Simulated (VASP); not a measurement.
## Mg: relaxation of shape and atoms at fixed volume with PBEsol

Crystal: Mg.

```
Mg
1.0
     3.24970    0.00000    0.00000
    -1.62485    2.81432    0.00000
     0.00000    0.00000    5.21389
Mg
2
Direct
  0.33333 0.66667 0.25000
  0.66667 0.33333 0.75000
```

```json
{
  "Program": "VASP 6.6.1",
  "Task": "relaxation of shape and atoms at fixed volume",
  "Functional": "PBEsol",
  "Potentials or basis": "VASP PAW PBE potentials, release 64 (Mg)",
  "Cutoff": "600 eV",
  "k mesh": "18 × 18 × 8",
  "Occupations": "gaussian, width 0.1 eV",
  "Spin": "no spin polarisation",
  "Dipole correction": "no",
  "Further INCAR settings": "ALGO = Normal; EDIFF = 1e-06; IBRION = 2; EDIFFG = -0.01; NSW = 50; ISIF = 4"
}
```

The pressure after relaxing is -2.0 GPa and the band gap on the k mesh is zero (bands 2 and 3 overlap by 2.15 eV).

Final structure:
```yaml
crystal:
  lattice:
    - [3.24970, 0.00000, 0.00000]
    - [-1.62485, 2.81432, 0.00000]
    - [0.00000, 0.00000, 5.21389]
  atoms:
    - { symbol: Mg, position: [0.33333, 0.66667, 0.25000] }
    - { symbol: Mg, position: [0.66667, 0.33333, 0.75000] }
```

Levels at points of the mesh, in eV from the Fermi level:
```csv
k point,band 1,band 2,band 3,band 4,band 5,band 6
"(0.00, 0.00, 0.00)",-6.78,-1.57,-1.14,10.58,10.58,10.59
"(0.50, 0.00, 0.00)",-2.15,-2.12,2.61,3.02,3.24,3.64
"(0.00, 0.00, 0.50)",-5.40,-5.40,5.09,5.09,11.33,11.33
"(0.50, 0.00, 0.50)",-1.08,-1.08,-0.48,-0.48,7.73,7.73
```

It took 33 s on 1 thread of AMD EPYC 7R13 Processor (Zen 3), with other jobs on the host, peak memory 0.19 GiB.

Caveat: the relaxation stopped at its first step, so nothing moved; the PAW data sets were made with another functional, which shifts forces and pressure a little.
